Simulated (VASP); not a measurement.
# Nb (Fm-3m) in VASP: further runs

Nb is run at these levels: PBEsol; tasks: single point.

Program: VASP 6.6.1. These are calculated values, not measurements. Logs are shortened: lines on timing, memory, paths and dates and some standing lists are left out, and cuts for length are marked.

## Step 1: The cell of the first run

Symmetry: Fm-3m, No. 225, cubic system. Conventional cell: a = 4.128 Å, b = 4.128 Å, c = 4.128 Å, α = 90.00°, β = 90.00°, γ = 90.00°. Within 3.8 Å of Nb (site symmetry m-3m) lie 12 Nb at 2.92 Å.

## Step 2: Single point, PBEsol (volume scaled by 0.97)

File INCAR:

```
SYSTEM = Nb
PREC     = Accurate       ! precision mode
ENCUT    = 520            ! plane-wave cutoff, eV
EDIFF    = 1E-6           ! SCF threshold, eV
ISMEAR   = 0              ! smearing method
SIGMA    = 0.1            ! smearing width, eV
LREAL    = .FALSE.        ! projectors in reciprocal space
LASPH    = .TRUE.         ! aspherical terms in the spheres
NELM     = 100            ! most SCF steps
ALGO     = Normal         ! electronic algorithm
ISIF     = 2              ! what is computed and relaxed
LWAVE    = .FALSE.        ! write WAVECAR
LCHARG   = .TRUE.         ! write CHGCAR
GGA      = PS             ! functional
LELF     = .TRUE.         ! ELF
LVHAR    = .TRUE.       
NBANDS   = 12             ! bands
```

File KPOINTS:

```
regular mesh
0
G
  18 18 18
  0 0 0
```

File POSCAR:

```
Nb
1.0
    0.0000000000      2.0641413702      2.0641413702
    2.0641413702      0.0000000000      2.0641413702
    2.0641413702      2.0641413702      0.0000000000
Nb
1
Direct
    0.0000000000      0.0000000000      0.0000000000
```

Potentials or basis: VASP PAW PBE potentials, release 64 (Nb_sv).

On the command line:

```console
cat potpaw_PBE.64/Nb_sv/POTCAR > POTCAR
mpirun -np 1 vasp_std > vasp.out
```

OUTCAR:

```text
SYSTEM = Nb
   PREC = Accurate
   ENCUT = 520
   EDIFF = 1E-6
   ISMEAR = 0
   LREAL = .FALSE.
   LASPH = .TRUE.
   NELM = 100
   ISIF = 2
   GGA = PS

 ion  position               nearest neighbor table
   1  0.000  0.000  0.000-

  LATTYP: Found a face centered cubic cell.
 ALAT       =     4.1282827404

  Lattice vectors:

 A1 = (   0.0000000000,   2.0641413702,   2.0641413702)
 A2 = (   2.0641413702,   0.0000000000,   2.0641413702)
 A3 = (   2.0641413702,   2.0641413702,   0.0000000000)

Analysis of symmetry for initial positions (statically):
=====================================================================
 Subroutine PRICEL returns:
 Original cell was already a primitive cell.

 Routine SETGRP: Setting up the symmetry group for a
 face centered cubic supercell.

 Subroutine GETGRP returns: Found 48 space group operations
 (whereof 48 operations were pure point group operations)
 out of a pool of 48 trial point group operations.

The static configuration has the point symmetry O_h .

Analysis of symmetry for dynamics (positions and initial velocities):
=====================================================================
 Subroutine PRICEL returns:
 Original cell was already a primitive cell.

 Routine SETGRP: Setting up the symmetry group for a
 face centered cubic supercell.

 Subroutine GETGRP returns: Found 48 space group operations
 (whereof 48 operations were pure point group operations)
 out of a pool of 48 trial point group operations.

The dynamic configuration has the point symmetry O_h .

 Subroutine INISYM returns: Found 48 space group operations
 (whereof 48 operations are pure point group operations),
 and found     1 'primitive' translations

----------------------------------------------------------------------------------------

                                     Primitive cell

  volume of cell :      17.5893

  direct lattice vectors                    reciprocal lattice vectors
     0.000000000  2.064141370  2.064141370    -0.242231471  0.242231471  0.242231471
     2.064141370  0.000000000  2.064141370     0.242231471 -0.242231471  0.242231471
     2.064141370  2.064141370  0.000000000     0.242231471  0.242231471 -0.242231471

  length of vectors
     2.919136720  2.919136720  2.919136720     0.419557215  0.419557215  0.419557215

  position of ions in fractional coordinates (direct lattice)
     0.000000000  0.000000000  0.000000000

  ion indices of the primitive-cell ions
   primitive index   ion index
                 1           1

----------------------------------------------------------------------------------------

 KPOINTS: regular mesh

Automatic generation of k-mesh.
 Grid dimensions read from file:
 generate k-points for:   18   18   18

 Generating k-lattice:

  Cartesian coordinates                     Fractional coordinates (reciprocal lattice)
    -0.013457304  0.013457304  0.013457304     0.055555556  0.000000000  0.000000000
     0.013457304 -0.013457304  0.013457304     0.000000000  0.055555556  0.000000000
     0.013457304  0.013457304 -0.013457304     0.000000000  0.000000000  0.055555556

  Length of vectors
     0.023308734  0.023308734  0.023308734

  Shift w.r.t. Gamma in fractional coordinates (k-lattice)
     0.000000000  0.000000000  0.000000000

 Subroutine IBZKPT returns following result:
 ===========================================

 Found    195 irreducible k-points:

 Following reciprocal coordinates:
            Coordinates               Weight
  0.000000  0.000000  0.000000      1.000000
  0.055556  0.000000  0.000000      8.000000
  0.111111  0.000000  0.000000      8.000000
  0.166667  0.000000  0.000000      8.000000
  0.222222  0.000000  0.000000      8.000000
  0.277778  0.000000  0.000000      8.000000
[... 16 lines left out ...]
 -0.277778  0.055556  0.000000     24.000000
 -0.222222  0.055556  0.000000     24.000000
 [... further k-points ...]
   k-points           NKPTS =    195   k-points in BZ     NKDIM =    195   number of bands    NBANDS=     12
   number of dos      NEDOS =    301   number of ions     NIONS =      1
   total plane-waves  NPLWV =  13824
   dimension x,y,z NGX =    24 NGY =   24 NGZ =   24
   dimension x,y,z NGXF=    48 NGYF=   48 NGZF=   48
   ions per type =               1
   NGX,Y,Z   is equivalent  to a cutoff of  13.67, 13.67, 13.67 a.u.
   NGXF,Y,Z  is equivalent  to a cutoff of  27.34, 27.34, 27.34 a.u.
 SYSTEM =  Nb
   PREC   = accura    normal or accurate (medium, high low for compatibility)
   ISTART =      0    job   : 0-new  1-cont  2-samecut
   ICHARG =      2    charge: 1-file 2-atom 10-const
   ISPIN  =      1    spin polarized calculation?
   LNONCOLLINEAR =      F non collinear calculations
   LSORBIT =      F    spin-orbit coupling
   LASPH  =      T    aspherical Exc in radial PAW
   ENCUT  =  520.0 eV  38.22 Ry    6.18 a.u.   5.43  5.43  5.43*2*pi/ulx,y,z
   NELM   =    100;   NELMIN=  2; NELMDL= -5     # of ELM steps
   EDIFF  = 0.1E-05   stopping-criterion for ELM
   LREAL  =      F    real-space projection
   EDIFFG = 0.1E-04   stopping-criterion for IOM
   NSW    =      0    number of steps for IOM
   IBRION =     -1    ionic relax: 0-MD 1-quasi-New 2-CG
   NFREE  =      0    steps in history (QN), initial steepest desc. (CG)
   ISIF   =      2    stress and relaxation
   ISYM   =      2    0-nonsym 1-usesym 2-fastsym
   POTIM  = 0.5000    time-step for ionic-motion
   TEBEG  =    0.0;   TEEND  =   0.0 temperature during run
   PSTRESS=    0.0 pullay stress
   NELECT =      13.0000    total number of electrons
   NUPDOWN=      -1.0000    fix difference up-down
   EMIN   =  10.00;   EMAX   =-10.00  energy-range for DOS
   EFERMI =   0.00;   METHOD = LEGACY
   ISMEAR =     0;   SIGMA  =   0.10  broadening in eV -4-tet -1-fermi 0-gaus
   EFERMI_NEDOS =   21; number of points for ismear=-14 and -15
   IALGO  =     38    algorithm
   IMIX   =      4    mixing-type and parameters
     AMIX     =   0.40;   BMIX     =  1.00
     AMIX_MAG =   1.60;   BMIX_MAG =  1.00
  volume/ion in A,a.u.               =      17.59       118.70
  Fermi-wavevector in a.u.,A,eV,Ry     =   1.480153  2.797083 29.808350  2.190852
  Thomas-Fermi vector in A             =   2.594222
   LORBIT       =      0    0 simple, 1 ext, 2 COOP (PROOUT), +10 PAW based schemes
   GGA     = PS    functional components
   LHFCALC =     F    Hartree Fock is set to
   AEXX    =    0.0000 exact exchange contribution
   IVDW    =     0    specifies the selected vdW correction
   LEPSILON=     F    determine dielectric tensor
   LRPA    =     F    only Hartree local field effects (RPA)
 non-spin polarized calculation
 Gauss-broadening in eV      SIGMA  =   0.10
  energy-cutoff  :      520.00
  volume of cell :       17.59
 maximum number of plane-waves:       495
 NGX is ok and might be reduce to    24
   NGX = 11   NGY = 11   NGZ = 11

 number of electron      13.0000000 magnetization

 Free energy of the ion-electron system (eV)
  ---------------------------------------------------
  ext. energy  EPLUGINS =         0.00000000
  ---------------------------------------------------
  free energy    TOTEN  =       -10.60119940 eV

  energy without entropy =      -10.59467822  energy(sigma->0) =      -10.59793881

 E-fermi :  11.7611     XC(G=0): -12.7548

 val. band max:       11.7182836695   @ k =   0.3333   0.1111   0.0000
 cond. band min:      11.7619812615   @ k =   0.3889   0.0000   0.0000
 fundamental gap:      0.0436975920
 Fermi energy:        11.7611379776

 k-point     1 :       0.0000    0.0000    0.0000
  band No.  band energies     occupation
      1     -42.8718      2.00000
      2     -18.1439      2.00000
      3     -18.1439      2.00000
      4     -18.1439      2.00000
      5       5.3545      2.00000
      6      11.8122      0.47052
      7      11.8122      0.47052
      8      11.8122      0.47052
      9      14.6508      0.00000
     10      14.6508      0.00000
     11      23.6519      0.00000
     12      28.6805      0.00000

 k-point     2 :       0.0556    0.0000    0.0000
  band No.  band energies     occupation
      1     -42.8643      2.00000
      2     -18.1920      2.00000
      3     -18.1498      2.00000
      4     -18.1498      2.00000
      5       5.4792      2.00000
      6      11.7117      1.51515
      7      11.8703      0.12252
      8      11.8703      0.12252
      9      14.5949      0.00000
     10      14.5949      0.00000
     11      23.9080      0.00000
     12      28.1592      0.00000

 k-point     3 :       0.1111    0.0000    0.0000
  band No.  band energies     occupation
      1     -42.8427      2.00000
      2     -18.3287      2.00000
      3     -18.1665      2.00000
      4     -18.1665      2.00000
      5       5.8370      2.00000
      6      11.4572      1.99998
      7      12.0226      0.00022
      8      12.0226      0.00022
      9      14.4685      0.00000
     10      14.4685      0.00000
     11      24.5959      0.00000
     12      27.1378      0.00000
[... 286 lines left out ...]
 k-point    23 :      -0.2778    0.0556    0.0000
  band No.  band energies     occupation
      1     -42.7051      2.00000
      2     -19.1140      2.00000
      3     -18.3176      2.00000
      4     -18.2513      2.00000
      5       7.6565      2.00000
      6      11.1316      2.00000
      7      12.0002      0.00072
      8      12.1479      0.00000
      9      14.7008      0.00000
     10      15.6914      0.00000
     11      23.8613      0.00000
     12      27.5714      0.00000

 k-point    24 :      -0.2222    0.0556    0.0000
  band No.  band energies     occupation
      1     -42.7486      2.00000
      2     -18.8699      2.00000
      3     -18.2838      2.00000
      4     -18.2178      2.00000
      5       7.2497      2.00000
      6      10.8850      2.00000
      7      12.1858      0.00000
      8      12.3119      0.00000
      9      14.1929      0.00000
     10      15.1370      0.00000
     11      24.5925      0.00000
     12      27.5080      0.00000

 [... further k-points ...]

------------------------ aborting loop because EDIFF is reached ----------------------------------------

  FORCE on cell =-STRESS in cart. coord.  units (eV):
  Direction    XX          YY          ZZ          XY          YZ          ZX
  --------------------------------------------------------------------------------------
  -------------------------------------------------------------------------------------
  Total        0.5841476      0.5841476      0.5841476      0.0000000     -0.0000000      0.0000000
  in kB       53.2089743     53.2089743     53.2089743      0.0000000     -0.0000000      0.0000000
  external PRESSURE =      53.2089743 kB  Pullay stress =       0.0000000 kB

 VOLUME and BASIS-vectors are now :
 -----------------------------------------------------------------------------
  energy-cutoff  :      520.00
  volume of cell :       17.59
      direct lattice vectors                 reciprocal lattice vectors
     0.000000000  2.064141370  2.064141370    -0.242231471  0.242231471  0.242231471
     2.064141370  0.000000000  2.064141370     0.242231471 -0.242231471  0.242231471
     2.064141370  2.064141370  0.000000000     0.242231471  0.242231471 -0.242231471

 POSITION                                       TOTAL-FORCE (eV/Angst)
 -----------------------------------------------------------------------------------
      0.00000      0.00000      0.00000        -0.000000     -0.000000      0.000000
 -----------------------------------------------------------------------------------
    total drift:                               -0.000000      0.000000     -0.000000

  FREE ENERGIE OF THE ION-ELECTRON SYSTEM (eV)
  ---------------------------------------------------
  free  energy   TOTEN  =       -10.6011994017 eV

  energy  without entropy=      -10.5946782157  energy(sigma->0) =      -10.59793881
```

Run time: 18 s. Hardware: 1 thread of Intel Xeon Platinum 8488C (Sapphire Rapids), shared host; peak memory 0.16 GiB.

Results:

```yaml
Free_energy: -10.6012 eV
Pressure: 5.3 GPa
```

Levels at points of the mesh, in eV from the Fermi level:
| k point | band 4 | band 5 | band 6 | band 7 | band 8 | band 9 |
| --- | --- | --- | --- | --- | --- | --- |
| (0.00, 0.00, 0.00) | -29.91 | -6.41 | 0.05 | 0.05 | 0.05 | 2.89 |
| (0.50, 0.00, 0.00) | -30.09 | -4.11 | -0.17 | -0.17 | 1.62 | 5.07 |
| (0.50, 0.50, 0.00) | -30.43 | -4.44 | -3.66 | 3.98 | 5.04 | 5.70 |

Caveat: the PAW data sets were made with another functional, which shifts forces and pressure a little.

(Part 1 of 2 ends here.)
